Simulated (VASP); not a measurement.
# CuO2 (Cmcm) in VASP: further runs

CuO2 is run at these levels: PBEsol, PBEsol+U, PBE; tasks: single point.

Everything below comes from runs of VASP 6.6.1. Logs are shortened: lines on timing, memory, paths and dates and some standing lists are left out, and cuts for length are marked.

**1. The cell of the first run**

The structure is orthorhombic, space group Cmcm (No. 63). Conventional cell: a = 2.826 Å, b = 9.685 Å, c = 4.079 Å, α = 90.00°, β = 90.00°, γ = 90.00°. Cu (site symmetry m2m) has 6 O at 1.87 to 2.10 Å within 2.5 Å. Within 2.5 Å of O (site symmetry m2m) lie 4 Cu at 1.90 to 2.10 Å and 1 O at 2.50 Å. O (site symmetry m2m) has 2 Cu at 1.87 Å and 3 O at 2.13 to 2.50 Å within 2.5 Å.

**2. Single point, PBEsol**

INCAR

```
ALGO = Normal ; EDIFF = 1E-6
ENCUT = 520 ; GGA = PS
ISIF = 2 ; ISMEAR = -1
LASPH = True ; LCHARG = False
LREAL = False ; LWAVE = False
NBANDS = 32 ; NELM = 80
PREC = Accurate ; SIGMA = 0.05
```

KPOINTS

```
k-points
0
Gamma
  10 10 6
```

POSCAR

```
CuO2
1.0
    1.4128950202     -4.8423720362      0.0000000000
    1.4128950202      4.8423720362      0.0000000000
    0.0000000000      0.0000000000      4.0786041690
Cu O
2 4
Direct
    0.1592664207      0.8407335793      0.7500000000
    0.8407335793      0.1592664207      0.2500000000
    0.7905883419      0.2094116581      0.7500000000
    0.2094116581      0.7905883419      0.2500000000
    0.5325530690      0.4674469310      0.7500000000
    0.4674469310      0.5325530690      0.2500000000
```

Potentials or basis: VASP PAW PBE potentials, release 64 (Cu, O).

On the command line:

```
cat potpaw_PBE.64/Cu/POTCAR potpaw_PBE.64/O/POTCAR > POTCAR
mpirun -np 1 vasp_std > vasp.out
```

OUTCAR:

```text
EDIFF = 1E-6
   ENCUT = 520
   GGA = PS
   ISIF = 2
   ISMEAR = -1
   LASPH = True
   LREAL = False
   NELM = 80
   PREC = Accurate

 ion  position               nearest neighbor table
   1  0.159  0.841  0.750-   5 1.87   5 1.87   3 1.90   3 1.90   4 2.10   4 2.10
   2  0.841  0.159  0.250-   6 1.87   6 1.87   4 1.90   4 1.90   3 2.10   3 2.10
   3  0.791  0.209  0.750-   1 1.90   1 1.90   2 2.10   2 2.10
   4  0.209  0.791  0.250-   2 1.90   2 1.90   1 2.10   1 2.10
   5  0.533  0.467  0.750-   1 1.87   1 1.87
   6  0.467  0.533  0.250-   2 1.87   2 1.87

  LATTYP: Found a base centered orthorhombic cell.
 ALAT       =     2.8257900404
 B/A-ratio  =     3.4272695189
 C/A-ratio  =     1.4433500404

  Lattice vectors:

 A1 = (   1.4128950202,  -4.8423720362,   0.0000000000)
 A2 = (   1.4128950202,   4.8423720362,   0.0000000000)
 A3 = (   0.0000000000,   0.0000000000,   4.0786041690)

Analysis of symmetry for initial positions (statically):
=====================================================================
 Subroutine PRICEL returns:
 Original cell was already a primitive cell.

 Routine SETGRP: Setting up the symmetry group for a
 base centered orthorhombic supercell.

 Subroutine GETGRP returns: Found  8 space group operations
 (whereof  4 operations were pure point group operations)
 out of a pool of  8 trial point group operations.

The static configuration has the point symmetry C_2h.
 The point group associated with its full space group is D_2h.

Analysis of symmetry for dynamics (positions and initial velocities):
=====================================================================
 Subroutine PRICEL returns:
 Original cell was already a primitive cell.

 Routine SETGRP: Setting up the symmetry group for a
 base centered orthorhombic supercell.

 Subroutine GETGRP returns: Found  8 space group operations
 (whereof  4 operations were pure point group operations)
 out of a pool of  8 trial point group operations.

The dynamic configuration has the point symmetry C_2h.
 The point group associated with its full space group is D_2h.

 Subroutine INISYM returns: Found  8 space group operations
 (whereof  4 operations are pure point group operations),
 and found     1 'primitive' translations

----------------------------------------------------------------------------------------

                                     Primitive cell

  volume of cell :      55.8097

  direct lattice vectors                    reciprocal lattice vectors
     1.412895020 -4.842372036  0.000000000     0.353883334 -0.103255181  0.000000000
     1.412895020  4.842372036  0.000000000     0.353883334  0.103255181  0.000000000
     0.000000000  0.000000000  4.078604169     0.000000000  0.000000000  0.245181920

  length of vectors
     5.044287787  5.044287787  4.078604169     0.368639453  0.368639453  0.245181920

  position of ions in fractional coordinates (direct lattice)
     0.159266421  0.840733579  0.750000000
     0.840733579  0.159266421  0.250000000
     0.790588342  0.209411658  0.750000000
     0.209411658  0.790588342  0.250000000
     0.532553069  0.467446931  0.750000000
     0.467446931  0.532553069  0.250000000

  ion indices of the primitive-cell ions
   primitive index   ion index
                 1           1
                 2           2
                 3           3
                 4           4
                 5           5
                 6           6

----------------------------------------------------------------------------------------

 KPOINTS: k-points

Automatic generation of k-mesh.
 Grid dimensions read from file:
 generate k-points for:   10   10    6

 Generating k-lattice:

  Cartesian coordinates                     Fractional coordinates (reciprocal lattice)
     0.035388333 -0.010325518  0.000000000     0.100000000  0.000000000  0.000000000
     0.035388333  0.010325518  0.000000000     0.000000000  0.100000000  0.000000000
     0.000000000  0.000000000  0.040863653     0.000000000  0.000000000  0.166666667

  Length of vectors
[... 55 lines left out ...]
[... 24 lines left out ...]
     31      16.7531      0.00000
     32      17.8251      0.00000

 k-point     2 :       0.1000   -0.0000    0.0000
  band No.  band energies     occupation
      1     -15.6995      2.00000
      2     -14.0635      2.00000
      3     -13.5205      2.00000
      4     -12.5870      2.00000
      5      -2.6091      2.00000
      6      -2.4119      2.00000
[... 24 lines left out ...]
     31      17.0180      0.00000
     32      17.6714      0.00000

 k-point     3 :       0.2000   -0.0000    0.0000
  band No.  band energies     occupation
      1     -15.4224      2.00000
      2     -14.0650      2.00000
      3     -13.4546      2.00000
      4     -12.5861      2.00000
      5      -2.3863      2.00000
      6      -2.2388      2.00000
[... 24 lines left out ...]
     31      17.2598      0.00000
     32      17.6904      0.00000

 k-point     4 :       0.3000    0.0000    0.0000
  band No.  band energies     occupation
      1     -15.0271      2.00000
      2     -14.0472      2.00000
      3     -13.4490      2.00000
      4     -12.5565      2.00000
      5      -2.1786      2.00000
      6      -1.9844      2.00000
[... 24 lines left out ...]
     31      17.3364      0.00000
     32      17.6808      0.00000

 k-point     5 :       0.4000    0.0000    0.0000
  band No.  band energies     occupation
      1     -14.6364      2.00000
      2     -13.9830      2.00000
      3     -13.5697      2.00000
      4     -12.5050      2.00000
      5      -2.1505      2.00000
      6      -1.9926      2.00000
[... 584 lines left out ...]
     31      17.4210      0.00000
     32      17.6023      0.00000

 k-point    22 :      -0.2000    0.2000    0.0000
  band No.  band energies     occupation
      1     -15.6768      2.00000
      2     -14.3006      2.00000
      3     -13.4708      2.00000
      4     -12.6058      2.00000
      5      -2.4570      2.00000
      6      -2.4443      2.00000
[... 24 lines left out ...]
     31      17.0565      0.00000
     32      17.7280      0.00000

 k-point    23 :       0.3000    0.3000    0.0000
  band No.  band energies     occupation
      1     -14.4706      2.00000
      2     -14.1799      2.00000
      3     -13.5560      2.00000
      4     -12.5006      2.00000
      5      -2.3259      2.00000
      6      -1.8423      2.00000
[... 24 lines left out ...]
     31      18.0469      0.00000
     32      18.1863      0.00000

 k-point    24 :       0.4000    0.3000    0.0000
  band No.  band energies     occupation
      1     -14.6665      2.00000
      2     -14.4930      2.00000
      3     -13.4058      2.00000
      4     -12.5575      2.00000
      5      -2.1817      2.00000
      6      -1.7887      2.00000
[... 24 lines left out ...]
     31      17.8135      0.00000
     32      18.0147      0.00000

 [... further k-points ...]
[... 5 lines left out ...]
  --------------------------------------------------------------------------------------
  -------------------------------------------------------------------------------------
  Total        0.7494658      0.4393756     -0.2102175      0.0000000     -0.0000000      0.0000000
  in kB       21.5155681     12.6135392     -6.0348980      0.0000000     -0.0000000      0.0000000
  external PRESSURE =       9.3647364 kB  Pullay stress =       0.0000000 kB

 VOLUME and BASIS-vectors are now :
 -----------------------------------------------------------------------------
  energy-cutoff  :      520.00
  volume of cell :       55.81
      direct lattice vectors                 reciprocal lattice vectors
     1.412895020 -4.842372036  0.000000000     0.353883334 -0.103255181  0.000000000
     1.412895020  4.842372036  0.000000000     0.353883334  0.103255181  0.000000000
     0.000000000  0.000000000  4.078604169     0.000000000  0.000000000  0.245181920

 POSITION                                       TOTAL-FORCE (eV/Angst)
 -----------------------------------------------------------------------------------
      1.41290      3.29992      3.05895         0.000000     -0.023290      0.000000
      1.41290     -3.29992      1.01965         0.000000      0.023290     -0.000000
      1.41290     -2.81427      3.05895         0.000000     -0.086754      0.000000
      1.41290      2.81427      1.01965         0.000000      0.086754      0.000000
      1.41290     -0.31527      3.05895         0.000000      0.155409      0.000000
      1.41290      0.31527      1.01965         0.000000     -0.155409      0.000000
 -----------------------------------------------------------------------------------
    total drift:                               -0.000000     -0.000000      0.000000

  FREE ENERGIE OF THE ION-ELECTRON SYSTEM (eV)
  ---------------------------------------------------
  free  energy   TOTEN  =       -29.9104412456 eV

  energy  without entropy=      -29.8738599031  energy(sigma->0) =      -29.89215057
```

Run time: 4.7 min. Hardware: 1 thread of AMD EPYC 9R45 (Zen 5), shared host; peak memory 0.29 GiB.

What came out:

| Item | Value |
| --- | --- |
| Free energy | -29.9104 eV |
| Pressure | 0.9 GPa |
| Largest force | 0.155 eV/Å |
| Band gap on the k mesh | zero (bands 23 and 24 overlap by 0.61 eV) |

Forces on the atoms (eV/Å):
```
Cu   0.000 -0.023  0.000
Cu   0.000  0.023  0.000
O    0.000 -0.087  0.000
O    0.000  0.087  0.000
O    0.000  0.155  0.000
O    0.000 -0.155  0.000
```

Stress tensor (GPa, compression positive):
```
 2.15  0.00  0.00
 0.00  1.26  0.00
 0.00  0.00 -0.60
```

Caveat: the PAW data sets were made with another functional, which shifts forces and pressure a little; semilocal functionals often make such compounds metallic where correlation or magnetic order opens a gap, which also shifts bond lengths.

**3. Single point, PBEsol+U**

This run uses another cell than the first one, of 9.37 Å³/atom.

INCAR

```
ALGO = Normal ; EDIFF = 1E-7
ENCUT = 520 ; GGA = PS
ISIF = 2 ; ISMEAR = -1
LASPH = True ; LCHARG = False
LDAU = True ; LDAUJ = 0 0
LDAUL = 2 -1 ; LDAUPRINT = 1
LDAUTYPE = 2 ; LDAUU = 1 0
LMAXMIX = 4 ; LREAL = False
LWAVE = False ; NBANDS = 32
NELM = 150 ; PREC = Accurate
SIGMA = 0.05
```

KPOINTS is that of step 2.

POSCAR

```
CuO2
1.0
    1.4053665839     -4.8329604727      0.0000000000
    1.4053665839      4.8329604727      0.0000000000
    0.0000000000      0.0000000000      4.1399280135
Cu O
2 4
Direct
    0.1582195298      0.8417804702      0.7500000000
    0.8417804702      0.1582195298      0.2500000000
    0.7884619197      0.2115380803      0.7500000000
    0.2115380803      0.7884619197      0.2500000000
    0.5312791306      0.4687208694      0.7500000000
    0.4687208694      0.5312791306      0.2500000000
```

Potentials or basis: VASP PAW PBE potentials, release 64 (Cu, O).

On the command line:

```
cat potpaw_PBE.64/Cu/POTCAR potpaw_PBE.64/O/POTCAR > POTCAR
mpirun -np 1 vasp_std > vasp.out
```

Run time: 5 min. Hardware: 1 thread of AMD EPYC 9R45 (Zen 5), shared host; peak memory 0.3 GiB.

Results (log left out):

```
Free energy            : -29.0991 eV
Pressure               : -0.3 GPa
Largest force          : 0.056 eV/Å
Band gap on the k mesh : zero (bands 23 and 24 overlap by 0.49 eV)
```

Forces on the atoms (eV/Å):
```
Cu   0.000 -0.034  0.000
Cu   0.000  0.034  0.000
O    0.000 -0.023  0.000
O    0.000  0.023  0.000
O    0.000  0.056  0.000
O    0.000 -0.056  0.000
```

Stress tensor (GPa, compression positive):
```
 0.41  0.00  0.00
 0.00 -0.06  0.00
 0.00  0.00 -1.34
```

Levels at points of the mesh, in eV from the Fermi level:
```csv
k point,band 19,band 20,band 21,band 22,band 23,band 24,band 25,band 26,band 27,band 28
"(0.00, 0.00, 0.00)",-1.54,-1.46,-1.40,-0.93,-0.91,0.62,0.68,1.01,6.09,10.51
"(0.50, 0.00, 0.00)",-2.86,-2.05,-2.04,-1.73,-1.68,0.46,0.51,1.04,10.19,10.79
"(0.50, 0.50, 0.00)",-2.59,-1.68,-1.32,-1.29,-0.83,0.86,0.98,1.19,8.15,8.41
"(0.00, 0.00, 0.50)",-1.95,-1.95,-0.89,-0.89,0.02,0.02,0.80,0.80,8.70,8.70
"(0.50, 0.00, 0.50)",-3.08,-3.08,-1.06,-1.06,0.21,0.21,0.62,0.62,10.42,10.42
"(0.50, 0.50, 0.50)",-2.19,-2.19,-0.97,-0.97,0.08,0.08,1.05,1.05,9.47,9.47
```

Eigenvalues of the final occupation matrices:
```csv
site,spin,trace,eigenvalues
site 1 d,1,4.51,0.72 0.90 0.96 0.96 0.98
site 1 d,2,4.51,0.72 0.90 0.96 0.96 0.98
site 2 d,1,4.51,0.72 0.90 0.96 0.96 0.98
site 2 d,2,4.51,0.72 0.90 0.96 0.96 0.98
```

Caveat: the PAW data sets were made with another functional, which shifts forces and pressure a little; U without spin polarisation on a metal has little footing.

**4. Single point, PBEsol+U**

This run uses another cell than the first one, of 9.48 Å³/atom.

INCAR

```
SYSTEM = CuO2
PREC = Accurate
ENCUT = 520
EDIFF = 1E-6
ISMEAR = -1
SIGMA = 0.05
LREAL = .FALSE.
LASPH = .TRUE.
NELM = 150
ALGO = Normal
ISIF = 2
LWAVE = .FALSE.
LCHARG = .FALSE.
LMAXMIX = 4
LDAU = .TRUE.
LDAUTYPE = 2
LDAUL = 2 -1
LDAUU = 2 0
LDAUJ = 0 0
LDAUPRINT = 1
GGA = PS
NBANDS = 32
```

KPOINTS

```
regular mesh
0
G
  10 10 6
  0 0 0
```

POSCAR

```
CuO2
1.0
    1.3975387796     -4.8378389697      0.0000000000
    1.3975387796      4.8378389697      0.0000000000
    0.0000000000      0.0000000000      4.2060160008
Cu O
2 4
Direct
    0.1560386218      0.8439613782      0.7500000000
    0.8439613782      0.1560386218      0.2500000000
    0.7845552849      0.2154447151      0.7500000000
    0.2154447151      0.7845552849      0.2500000000
    0.5292479031      0.4707520969      0.7500000000
    0.4707520969      0.5292479031      0.2500000000
```

On the command line:

```
cat potpaw_PBE.64/Cu/POTCAR potpaw_PBE.64/O/POTCAR > POTCAR
mpirun -np 1 vasp_std > vasp.out
```

Wall time 4.5 min (1 thread of AMD EPYC 9R45 (Zen 5), shared host); peak memory 0.3 GiB.

The run converged. Its results:

```
Free energy            : -28.3225 eV
Pressure               : -1.4 GPa
Largest force          : 0.055 eV/Å
Band gap on the k mesh : zero (bands 23 and 24 overlap by 0.43 eV)
```

Forces in eV/Å, atoms in the order of the input:
```
Cu   0.000 -0.047  0.000
Cu   0.000  0.047  0.000
O    0.000  0.055  0.000
O    0.000 -0.055  0.000
O    0.000 -0.047  0.000
O    0.000  0.047  0.000
```

Stress tensor (GPa, compression positive):
```
-1.21  0.00  0.00
 0.00 -1.26  0.00
 0.00  0.00 -1.66
```

Levels at points of the mesh, in eV from the Fermi level:
```csv
k point,band 19,band 20,band 21,band 22,band 23,band 24,band 25,band 26,band 27,band 28
"(0.00, 0.00, 0.00)",-1.54,-1.39,-1.08,-0.88,-0.79,0.67,0.84,1.14,6.19,10.71
"(0.50, 0.00, 0.00)",-2.93,-2.13,-1.88,-1.74,-1.61,0.60,0.66,1.06,10.31,10.93
"(0.50, 0.50, 0.00)",-2.64,-1.60,-1.31,-0.98,-0.79,0.98,1.02,1.36,8.30,8.46
"(0.00, 0.00, 0.50)",-1.92,-1.92,-0.85,-0.85,-0.09,-0.09,0.97,0.97,8.70,8.70
"(0.50, 0.00, 0.50)",-3.20,-3.20,-1.05,-1.05,0.18,0.18,0.71,0.71,10.42,10.42
"(0.50, 0.50, 0.50)",-2.14,-2.14,-1.01,-1.01,-0.02,-0.02,1.21,1.21,9.49,9.49
```

Eigenvalues of the final occupation matrices:
```
    site  spin  trace               eigenvalues
site 1 d     1   4.53  0.71 0.92 0.96 0.96 0.98
site 1 d     2   4.53  0.71 0.92 0.96 0.96 0.98
site 2 d     1   4.53  0.71 0.92 0.96 0.96 0.98
site 2 d     2   4.53  0.71 0.92 0.96 0.96 0.98
```

Caveat: the PAW data sets were made with another functional, which shifts forces and pressure a little; U without spin polarisation on a metal has little footing.

**5. Single point, PBE**

This run uses another cell than the first one, of 10.66 Å³/atom.

INCAR

```
SYSTEM = CuO2
PREC = Accurate
ENCUT = 520
EDIFF = 1E-6
ISMEAR = -1
SIGMA = 0.05
LREAL = .False.
LASPH = .True.
NELM = 80
ALGO = Normal
ISIF = 2
LWAVE = .False.
LCHARG = .False.
GGA = PE
NBANDS = 32
```

KPOINTS

```
Automatic mesh
0
Gamma
  10 10 6
  0 0 0
```

POSCAR

```
CuO2
1.0
    1.4126150000     -5.2107470000      0.0000000000
    1.4126150000      5.2107470000      0.0000000000
    0.0000000000      0.0000000000      4.3434240000
Cu O
2 4
Direct
    0.1672530000      0.8327470000      0.7500000000
    0.8327470000      0.1672530000      0.2500000000
    0.7889700000      0.2110300000      0.7500000000
    0.2110300000      0.7889700000      0.2500000000
    0.5514860000      0.4485140000      0.7500000000
    0.4485140000      0.5514860000      0.2500000000
```

On the command line:

```
cat potpaw_PBE.64/Cu/POTCAR potpaw_PBE.64/O/POTCAR > POTCAR
mpirun -np 1 vasp_std > vasp.out
```

It took 3.7 min on 1 thread of AMD EPYC 9R45 (Zen 5), shared host; peak memory 0.32 GiB.

Results (log left out):

| Item | Value |
| --- | --- |
| Free energy | -27.4083 eV |
| Pressure | -0.7 GPa |
| Largest force | 0.153 eV/Å |
| Band gap on the k mesh | zero (bands 23 and 24 overlap by 0.50 eV) |

Forces on the atoms (eV/Å):
```
Cu   0.000  0.017  0.000
Cu   0.000 -0.017  0.000
O    0.000  0.153  0.000
O    0.000 -0.153  0.000
O    0.000  0.084  0.000
O    0.000 -0.084  0.000
```

Stress tensor (GPa, compression positive):
```
-0.65  0.00  0.00
 0.00 -0.49  0.00
 0.00  0.00 -1.00
```

Levels at points of the mesh, in eV from the Fermi level:
```tsv
k point	band 20	band 21	band 22	band 23	band 24	band 25	band 26	band 27
(0.00, 0.00, 0.00)	-1.32	-1.09	-1.08	-0.60	-0.09	0.97	1.25	6.05
(0.50, 0.00, 0.00)	-1.90	-1.89	-1.72	-1.36	0.33	0.62	0.70	10.21
(0.50, 0.50, 0.00)	-1.52	-1.24	-1.19	-0.98	0.36	1.12	1.26	7.57
(0.00, 0.00, 0.50)	-1.66	-0.99	-0.99	0.28	0.28	1.12	1.12	8.62
(0.50, 0.00, 0.50)	-2.83	-0.79	-0.79	0.25	0.25	0.76	0.76	10.09
(0.50, 0.50, 0.50)	-1.90	-0.55	-0.55	0.05	0.05	1.21	1.21	9.41
```

Caveat: semilocal functionals often make such compounds metallic where correlation or magnetic order opens a gap, which also shifts bond lengths. With open d or f shells a metallic result of PBE can be an artefact of self-interaction; +U or a hybrid may open a gap.

**6. Overview**

| level | U | cell | gap on the mesh (eV) | pressure (GPa) | largest force (eV/Å) |
| --- | --- | --- | --- | --- | --- |
| PBEsol | - | a = 5.044, b = 5.044, c = 4.079 Å, angles 90.0, 90.0, 147.5°, 6 atoms, atomic positions A | none | 0.9 | 0.16 |
| PBEsol+U | Cu d U = 1.0 eV | a = 5.033, b = 5.033, c = 4.140 Å, angles 90.0, 90.0, 147.6°, 6 atoms, atomic positions B | none | -0.3 | 0.06 |
| PBEsol+U | Cu d U = 2.0 eV | a = 5.036, b = 5.036, c = 4.206 Å, angles 90.0, 90.0, 147.8°, 6 atoms, atomic positions C | none | -1.4 | 0.06 |
| PBE | - | a = 5.399, b = 5.399, c = 4.343 Å, angles 90.0, 90.0, 149.7°, 6 atoms, atomic positions D | none | -0.7 | 0.15 |

Alike in all rows: task single point; potentials or basis VASP PAW PBE potentials, release 64 (Cu, O); no spin polarisation; k mesh 10 × 10 × 6; cutoff (eV) 520; smearing fermi-dirac 0.05 eV.

Caveats: the PAW data sets were made with another functional, which shifts forces and pressure a little (at least some runs); semilocal functionals often make such compounds metallic where correlation or magnetic order opens a gap, which also shifts bond lengths (at least some runs); U without spin polarisation on a metal has little footing (at least some runs).

Absolute energies hang on the potentials; compare differences alone.
